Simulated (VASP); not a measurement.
Al2Cl:

```
CELL_PARAMETERS angstrom
0.00000 3.15868 3.15868
3.15868 0.00000 3.15868
3.15868 3.15868 0.00000
ATOMIC_POSITIONS crystal
Al 0.25000 0.25000 0.25000
Al 0.75000 0.75000 0.75000
Cl 0.00000 0.00000 0.00000
```

* Program: VASP 6.6.1
* Task: relaxation of cell and atoms
* Functional: PBE
* Potentials or basis: VASP PAW PBE potentials, release 64 (Al, Cl)
* Cutoff: 600 eV
* k mesh: 6 × 6 × 6
* Occupations: gaussian, width 0.1 eV
* Spin: no spin polarisation

At the start: pressure 10.2 GPa; volume 21.01 Å³/atom.

Q: Where does the relaxation end?

A: Over 4 steps the energy falls by 178.3 meV/atom and the volume is 28.14 Å³/atom (+34.0 %); space group Fm-3m (No. 225, to 0.05 Å).

The path:
```tsv
step	energy change (eV)	largest force (eV/Å)	pressure (GPa)	volume (Å³)
1	0.0000	0.0000	10.17	63.03
2	-0.4787	0.0000	2.55	76.00
3	-0.5149	0.0000	-1.14	89.09
4	-0.5348	0.0000	-0.18	84.43
```

Final structure:
```
CELL_PARAMETERS angstrom
0.00000 3.48198 3.48198
3.48198 0.00000 3.48198
3.48198 3.48198 0.00000
ATOMIC_POSITIONS crystal
Al 0.25000 0.25000 0.25000
Al 0.75000 0.75000 0.75000
Cl 0.00000 0.00000 0.00000
```

Caveat: the volume moved by over 15 % at a fixed basis, so the end points are rough; an odd number of electrons without spin polarisation forces a metal; a magnetic or distorted state may lie lower.
